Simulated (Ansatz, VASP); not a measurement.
Lu in VASP and in Ansatz

INCAR

```
PREC = Accurate ; ENCUT = 520
EDIFF = 1E-6 ; ISMEAR = -1
SIGMA = 0.1 ; LREAL = False
LASPH = True ; NELM = 60
ALGO = Normal ; ISIF = 2
LWAVE = False ; LCHARG = True
GGA = PE ; LELF = True
LVHAR = True ; NBANDS = 18
```

The input KPOINTS:

```
regular mesh
0
Gamma
  15 15 15
```

Contents of POSCAR:

```
Lu
1.0
    0.0000000000      1.9628544321      1.9628544321
    1.9628544321      0.0000000000      1.9628544321
    1.9628544321      1.9628544321      0.0000000000
Lu
1
Direct
    0.0000000000      0.0000000000      0.0000000000
```

Input for Ansatz:

```yaml
crystal:
  lattice:
    - [0.0, 1.9628544321, 1.9628544321]
    - [1.9628544321, 0.0, 1.9628544321]
    - [1.9628544321, 1.9628544321, 0.0]
  atoms:
    - { symbol: Lu, position: [0.0, 0.0, 0.0] }
kpoints:
  mp_grid: { grid: [15, 15, 15] }
scf:
  occupations: { method: fermi_dirac, width: 0.1 }
hamiltonian:
  xc: pbe
  pseudopotentials: { kind: paw }
output:
  forces: true
  stress: true
  eigenvalues: true
  populations: true
```

Change from the starting cell: volume scaled by 0.52, PAW files.

Alike in both runs: task single point; functional PBE; k mesh 15 × 15 × 15; occupations fermi-dirac, width 0.1 eV; no spin polarisation.

|  | VASP | Ansatz |
| --- | --- | --- |
| version | VASP 6.6.1 | Ansatz 0.2.0 |
| potentials or method | VASP PAW PBE potentials, release 64 (Lu) | PAW with Ansatz's default frozen-core files, scalar-relativistic |
| plane-wave cutoff (eV) | 520 | 420 |
| valence electrons in the cell | 25 | 25 |

```tsv
	VASP	Ansatz	Ansatz less VASP
pressure (GPa)	88.3	87.2	-1.10
```

Both programs put the cell under a high pressure, so it lies far from rest at this level. The functional is the same, so the differences come from potentials, cutoffs and numerics.

Neither program's run includes spin-orbit coupling. Noted on VASP's run: the cell as given lies far from equilibrium.
